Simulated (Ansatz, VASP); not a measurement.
TaN in VASP and in Ansatz

```xyz
6
Lattice="5.0899 0.0000 0.0000 -2.5450 4.4080 0.0000 0.0000 0.0000 2.8516" Properties=species:S:1:pos:R:3 pbc="T T T"
Ta    0.0000    2.9387    1.4258
Ta    2.5450    1.4693    1.4258
Ta    0.0000    0.0000    0.0000
N     1.9996    0.0000    0.0000
N     1.5452    2.6763    0.0000
N    -0.9998    1.7317    0.0000
```

Change from the starting cell: volume scaled by 0.94, PAW files.

Alike in both runs: task electric field gradients; functional PBE; k mesh 6 × 6 × 9; occupations fermi-dirac, width 0.01 eV; no spin polarisation.

```csv
,VASP,Ansatz
version,VASP 6.6.1,Ansatz 0.2.0
potentials or method,"VASP PAW PBE potentials, release 64 (Ta_pv, N)","PAW with Ansatz's default frozen-core files, scalar-relativistic"
plane-wave cutoff (eV),520,420
valence electrons in the cell,48,54
```

Ansatz gave:

| Quantity | Value |
| --- | --- |
| pressure (GPa) | 28.4 |
| traceless stress, the component that is largest in VASP (GPa) | 0.89 |
| rms of the force components (eV/Å) | 0.135 |
| size of Vzz on the site where it differs most (V/Å²) | 164.8 |

What did VASP give for the same quantities?

Pressure (GPa): 29.5; traceless stress, the component that is largest in VASP (GPa): 0.74; rms of the force components (eV/Å): 0.141; size of Vzz on the site where it differs most (V/Å²): 205.1.

Atom by atom the forces differ by 0.006 eV/Å (rms over components). Both programs put the cell under a high pressure, so it lies far from rest at this level. The functional is the same, so the differences come from potentials, cutoffs and numerics. VASP's potentials hold 48 valence electrons a cell and Ansatz's 54, so a difference there can come from the potentials and not from the codes.

Neither program's run includes spin-orbit coupling.
